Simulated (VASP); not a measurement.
**Zn: single point with PBE**

Zn, a slab with vacuum:

```
Zn
1.0
     2.63563    0.00000    0.00000
    -1.31781    2.28252    0.00000
     0.00000    0.00000   21.09250
Zn
3
Direct
  0.00000 0.00000 0.37928
  0.33333 0.66667 0.50000
  0.00000 0.00000 0.62072
```

- Program: VASP 6.6.1
- Task: single point
- Functional: PBE
- Potentials or basis: VASP PAW PBE potentials, release 64 (Zn)
- Cutoff: 520 eV
- k mesh: 16 × 16 × 1
- Occupations: fermi-dirac, width 0.08 eV
- Spin: no spin polarisation

- Largest force: 0.034 eV/Å
- Band gap on the k mesh: zero (bands 18 and 19 overlap by 3.65 eV)

Forces in eV/Å, atoms in the order of the input:
```
Zn   0.000  0.000  0.034
Zn   0.000  0.000  0.000
Zn   0.000  0.000 -0.034
```

Levels at points of the mesh, in eV from the Fermi level:
```csv
k point,band 16,band 17,band 18,band 19,band 20,band 21
"(0.00, 0.00, 0.00)",-6.80,-6.80,-4.99,-2.12,1.36,3.62
"(0.50, 0.00, 0.00)",-2.04,-1.37,-1.05,0.81,1.66,2.48
```

Wall time 2.9 min on 1 thread of Intel Xeon 8259CL (shared host), peak memory 0.24 GiB.
